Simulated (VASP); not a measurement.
# TiN (Fm-3m) in VASP: notebook, part 2 of 2

VASP 6.6.1. The steps go on from the part before.

### Step 3. Density of states, PBE

POSCAR

```
TiN
1.0
    0.0000000000      2.1233653580      2.1233653580
    2.1233653580      0.0000000000      2.1233653580
    2.1233653580      2.1233653580      0.0000000000
Ti N
1 1
Direct
    0.0000000000      0.0000000000      0.0000000000
    0.5000000000      0.5000000000      0.5000000000
```

INCAR.step1

```
PREC = Accurate
ENCUT = 520
EDIFF = 1E-7
ISMEAR = 0
SIGMA = 0.1
LREAL = False
LASPH = True
NELM = 60
ALGO = Normal
ISIF = 2
LWAVE = False
LCHARG = True
LMAXMIX = 4
GGA = PE
NBANDS = 16
```

KPOINTS.step1

```
regular mesh
0
Gamma
  18 18 18
```

INCAR.step2

```
PREC = Accurate
ENCUT = 520
EDIFF = 1E-7
ISMEAR = -5
SIGMA = 0.1
LREAL = False
LASPH = True
NELM = 60
ALGO = Normal
ISIF = 2
LWAVE = False
LCHARG = False
LMAXMIX = 4
GGA = PE
LORBIT = 11
NBANDS = 16
NEDOS = 1001
ICHARG = 11
```

KPOINTS.step2

```
regular mesh
0
Gamma
  27 27 27
```

Potentials or basis: VASP PAW PBE potentials, release 64 (Ti_sv, N).

Command:

```bash
$ cat potpaw_PBE.64/Ti_sv/POTCAR potpaw_PBE.64/N/POTCAR > POTCAR
$ cp INCAR.step1 INCAR
$ cp KPOINTS.step1 KPOINTS
$ mpirun -np 1 vasp_std > vasp.out
$ cp INCAR.step2 INCAR
$ cp KPOINTS.step2 KPOINTS
$ mpirun -np 1 vasp_std > vasp.out
```

OUTCAR:

```text
PREC = Accurate
   ENCUT = 520
   EDIFF = 1E-7
   ISMEAR = -5
   LREAL = False
   LASPH = True
   NELM = 60
   ISIF = 2
   GGA = PE
   LORBIT = 11
   ICHARG = 11

 ion  position               nearest neighbor table
   1  0.000  0.000  0.000-   2 2.12   2 2.12   2 2.12   2 2.12   2 2.12   2 2.12
   2  0.500  0.500  0.500-   1 2.12   1 2.12   1 2.12   1 2.12   1 2.12   1 2.12

  LATTYP: Found a face centered cubic cell.
 ALAT       =     4.2467307160

  Lattice vectors:

 A1 = (   0.0000000000,   2.1233653580,   2.1233653580)
 A2 = (   2.1233653580,   0.0000000000,   2.1233653580)
 A3 = (   2.1233653580,   2.1233653580,   0.0000000000)

Analysis of symmetry for initial positions (statically):
=====================================================================
 Subroutine PRICEL returns:
 Original cell was already a primitive cell.

 Routine SETGRP: Setting up the symmetry group for a
 face centered cubic supercell.

 Subroutine GETGRP returns: Found 48 space group operations
 (whereof 48 operations were pure point group operations)
 out of a pool of 48 trial point group operations.

The static configuration has the point symmetry O_h .

Analysis of symmetry for dynamics (positions and initial velocities):
=====================================================================
 Subroutine PRICEL returns:
 Original cell was already a primitive cell.

 Routine SETGRP: Setting up the symmetry group for a
 face centered cubic supercell.

 Subroutine GETGRP returns: Found 48 space group operations
 (whereof 48 operations were pure point group operations)
 out of a pool of 48 trial point group operations.

The dynamic configuration has the point symmetry O_h .

[... 113 lines left out ...]
   EMIN   =  10.00;   EMAX   =-10.00  energy-range for DOS
   EFERMI =   0.00;   METHOD = LEGACY
   ISMEAR =    -5;   SIGMA  =   0.10  broadening in eV -4-tet -1-fermi 0-gaus
   EFERMI_NEDOS =   21; number of points for ismear=-14 and -15
   IALGO  =     38    algorithm
   IMIX   =      4    mixing-type and parameters
     AMIX     =   0.40;   BMIX     =  1.00
     AMIX_MAG =   1.60;   BMIX_MAG =  1.00
  volume/ion in A,a.u.               =       9.57        64.61
  Fermi-wavevector in a.u.,A,eV,Ry     =   1.573463  2.973413 33.685092  2.475784
  Thomas-Fermi vector in A             =   2.674743
   LORBIT       =     11    0 simple, 1 ext, 2 COOP (PROOUT), +10 PAW based schemes
   GGA     = PE    functional components
   LHFCALC =     F    Hartree Fock is set to
   AEXX    =    0.0000 exact exchange contribution
   IVDW    =     0    specifies the selected vdW correction
   LEPSILON=     F    determine dielectric tensor
   LRPA    =     F    only Hartree local field effects (RPA)
 non-spin polarized calculation
 Fermi weights with tetrahedron method with Bloechl corrections
  energy-cutoff  :      520.00
  volume of cell :       19.15
 maximum number of plane-waves:       534

 number of electron      17.0000002 magnetization

 Free energy of the ion-electron system (eV)
  ---------------------------------------------------
  ext. energy  EPLUGINS =         0.00000000
  ---------------------------------------------------
  free energy    TOTEN  =       -19.63697206 eV

  energy without entropy =      -19.63697206  energy(sigma->0) =      -19.63697206

 E-fermi :  11.4059     XC(G=0): -13.0004

 val. band max:       11.4599440216   @ k =   0.1852   0.0000   0.0000
 cond. band min:      11.3992471017   @ k =   0.4074   0.1481   0.0000
 fundamental gap:     -0.0606969199
 Fermi energy:        11.4059229249

 k-point     1 :       0.0000    0.0000    0.0000
  band No.  band energies     occupation
      1     -46.4756      2.00000
      2     -22.4576      2.00000
      3     -22.4576      2.00000
      4     -22.4576      2.00000
      5      -5.6801      2.00000
      6       9.3609      2.00000
[... 433 lines left out ...]
      3     -22.5099      2.00000
      4     -22.5023      2.00000
      5      -3.8090      2.00000
      6       4.2952      2.00000
[... 8 lines left out ...]
     15      24.4093      0.00000
     16      27.0067      0.00000

 [... further k-points ...]
[... 5 lines left out ...]
  --------------------------------------------------------------------------------------
  -------------------------------------------------------------------------------------
  Total        0.0451251      0.0451251      0.0451251      0.0000000      0.0000000      0.0000000
  in kB        3.7759382      3.7759382      3.7759382      0.0000000      0.0000000      0.0000000
  external PRESSURE =       3.7759382 kB  Pullay stress =       0.0000000 kB

 VOLUME and BASIS-vectors are now :
 -----------------------------------------------------------------------------
  energy-cutoff  :      520.00
  volume of cell :       19.15
      direct lattice vectors                 reciprocal lattice vectors
     0.000000000  2.123365358  2.123365358    -0.235475255  0.235475255  0.235475255
     2.123365358  0.000000000  2.123365358     0.235475255 -0.235475255  0.235475255
     2.123365358  2.123365358  0.000000000     0.235475255  0.235475255 -0.235475255

 POSITION                                       TOTAL-FORCE (eV/Angst)
 -----------------------------------------------------------------------------------
      0.00000      0.00000      0.00000         0.000000      0.000000      0.000000
      2.12337      2.12337      2.12337        -0.000000     -0.000000     -0.000000
 -----------------------------------------------------------------------------------
    total drift:                                0.000000     -0.000000     -0.000000

  FREE ENERGIE OF THE ION-ELECTRON SYSTEM (eV)
  ---------------------------------------------------
  free  energy   TOTEN  =       -19.6369720582 eV

  energy  without entropy=      -19.6369720582  energy(sigma->0) =      -19.63697206

 total charge

# of ion       s       p       d       tot
------------------------------------------
    1        2.182   6.226   1.966  10.374
    2        1.246   2.506   0.000   3.752
--------------------------------------------------
tot          3.428   8.732   1.966  14.126
```

OUTCAR.step1:

```text
PREC = Accurate
   ENCUT = 520
   EDIFF = 1E-7
   ISMEAR = 0
   LREAL = False
[... 678 lines left out ...]
      0.00000      0.00000      0.00000         0.000000      0.000000      0.000000
      2.12337      2.12337      2.12337         0.000000      0.000000      0.000000
 -----------------------------------------------------------------------------------
    total drift:                                0.000000     -0.000000     -0.000000

  FREE ENERGIE OF THE ION-ELECTRON SYSTEM (eV)
  ---------------------------------------------------
  free  energy   TOTEN  =       -19.6384982253 eV

  energy  without entropy=      -19.6342216493  energy(sigma->0) =      -19.63635994
```

Wall time 1.9 min (1 thread of Intel Xeon 6975P-C (Granite Rapids), shared host); peak memory 0.27 GiB.

Results:

| Property | Result |
| --- | --- |
| Valence electrons inside the program's atomic spheres | Ti 10.37; N 3.75 |

Caveat: tetrahedron occupations give inexact forces and stress in metals.

### Step 4. Density of states, PBE

POSCAR

```
TiN
1.0
    0.0000000000      2.1233653585      2.1233653585
    2.1233653585      0.0000000000      2.1233653585
    2.1233653585      2.1233653585      0.0000000000
Ti N
1 1
Direct
    0.0000000000      0.0000000000      0.0000000000
    0.5000000000      0.5000000000      0.5000000000
```

INCAR.step1 is that of step 3.

KPOINTS.step1 is that of step 3.

INCAR.step2 is that of step 3.

KPOINTS.step2 is that of step 3.

Potentials or basis: VASP PAW PBE potentials, release 64 (Ti_sv, N).

Command:

```bash
$ cat potpaw_PBE.64/Ti_sv/POTCAR potpaw_PBE.64/N/POTCAR > POTCAR
$ cp INCAR.step1 INCAR
$ cp KPOINTS.step1 KPOINTS
$ mpirun -np 1 vasp_std > vasp.out
$ cp INCAR.step2 INCAR
$ cp KPOINTS.step2 KPOINTS
$ mpirun -np 1 vasp_std > vasp.out
```

OUTCAR:

```text
PREC = Accurate
   ENCUT = 520
   EDIFF = 1E-7
   ISMEAR = -5
   LREAL = False
   LASPH = True
   NELM = 60
   ISIF = 2
   GGA = PE
   LORBIT = 11
   ICHARG = 11

 ion  position               nearest neighbor table
   1  0.000  0.000  0.000-   2 2.12   2 2.12   2 2.12   2 2.12   2 2.12   2 2.12
   2  0.500  0.500  0.500-   1 2.12   1 2.12   1 2.12   1 2.12   1 2.12   1 2.12

  LATTYP: Found a face centered cubic cell.
[... 653 lines left out ...]
  -------------------------------------------------------------------------------------
  Total        0.0451251      0.0451251      0.0451251      0.0000000     -0.0000000     -0.0000000
  in kB        3.7759395      3.7759395      3.7759395      0.0000000     -0.0000000     -0.0000000
  external PRESSURE =       3.7759395 kB  Pullay stress =       0.0000000 kB

 VOLUME and BASIS-vectors are now :
 -----------------------------------------------------------------------------
  energy-cutoff  :      520.00
  volume of cell :       19.15
      direct lattice vectors                 reciprocal lattice vectors
     0.000000000  2.123365359  2.123365359    -0.235475255  0.235475255  0.235475255
     2.123365359  0.000000000  2.123365359     0.235475255 -0.235475255  0.235475255
     2.123365359  2.123365359  0.000000000     0.235475255  0.235475255 -0.235475255

 POSITION                                       TOTAL-FORCE (eV/Angst)
 -----------------------------------------------------------------------------------
      0.00000      0.00000      0.00000         0.000000     -0.000000     -0.000000
      2.12337      2.12337      2.12337        -0.000000      0.000000      0.000000
 -----------------------------------------------------------------------------------
    total drift:                                0.000000     -0.000000     -0.000000

  FREE ENERGIE OF THE ION-ELECTRON SYSTEM (eV)
  ---------------------------------------------------
  free  energy   TOTEN  =       -19.6369720586 eV

  energy  without entropy=      -19.6369720586  energy(sigma->0) =      -19.63697206

 total charge

# of ion       s       p       d       tot
------------------------------------------
    1        2.182   6.226   1.966  10.374
    2        1.246   2.506   0.000   3.752
--------------------------------------------------
tot          3.428   8.732   1.966  14.126
```

OUTCAR.step1:

```text
PREC = Accurate
   ENCUT = 520
   EDIFF = 1E-7
   ISMEAR = 0
   LREAL = False
[... 678 lines left out ...]
      0.00000      0.00000      0.00000         0.000000      0.000000      0.000000
      2.12337      2.12337      2.12337         0.000000      0.000000      0.000000
 -----------------------------------------------------------------------------------
    total drift:                                0.000000     -0.000000     -0.000000

  FREE ENERGIE OF THE ION-ELECTRON SYSTEM (eV)
  ---------------------------------------------------
  free  energy   TOTEN  =       -19.6384982252 eV

  energy  without entropy=      -19.6342216492  energy(sigma->0) =      -19.63635994
```

OSZICAR.step1:

```text
N       E                     dE             d eps       ncg     rms          rms(c)
DAV:   1     0.134614030657E+03    0.13461E+03   -0.82061E+03  6256   0.125E+03
DAV:   2    -0.166648072205E+02   -0.15128E+03   -0.14161E+03  6808   0.349E+02
DAV:   3    -0.246360840652E+02   -0.79713E+01   -0.78829E+01  8192   0.827E+01
DAV:   4    -0.248115763120E+02   -0.17549E+00   -0.17534E+00  7360   0.118E+01
DAV:   5    -0.248154841537E+02   -0.39078E-02   -0.39078E-02  7552   0.157E+00    0.183E+01
DAV:   6    -0.200306879953E+02    0.47848E+01   -0.13035E+01  8184   0.534E+01    0.689E+00
DAV:   7    -0.196799748699E+02    0.35071E+00   -0.16946E+00  7424   0.162E+01    0.505E+00
DAV:   8    -0.199116967776E+02   -0.23172E+00   -0.10994E+00  8376   0.155E+01    0.618E+00
DAV:   9    -0.196477326497E+02    0.26396E+00   -0.37274E-01  7080   0.938E+00    0.152E+00
DAV:  10    -0.196415404220E+02    0.61922E-02   -0.31507E-02  7632   0.196E+00    0.428E-01
DAV:  11    -0.196384905148E+02    0.30499E-02   -0.45848E-03  9208   0.877E-01    0.120E-01
DAV:  12    -0.196384949925E+02   -0.44777E-05   -0.36229E-04  6936   0.172E-01    0.309E-02
DAV:  13    -0.196384989163E+02   -0.39238E-05   -0.27217E-05  7768   0.638E-02    0.142E-02
DAV:  14    -0.196384986179E+02    0.29845E-06   -0.28719E-06  6760   0.206E-02    0.107E-02
DAV:  15    -0.196384982967E+02    0.32118E-06   -0.95493E-07  8456   0.124E-02    0.212E-03
DAV:  16    -0.196384982252E+02    0.71499E-07   -0.98454E-08  5456   0.462E-03
   1 F= -.19638498E+02 E0= -.19636360E+02  d E =-.427658E-02
```

It used 330 s of CPU time on 1 thread of AMD EPYC 7R13 Processor (Zen 3), on a shared host.

What came out:

| Property | Result |
| --- | --- |
| Valence electrons inside the program's atomic spheres | Ti 10.37; N 3.75 |

Caveat: tetrahedron occupations give inexact forces and stress in metals.
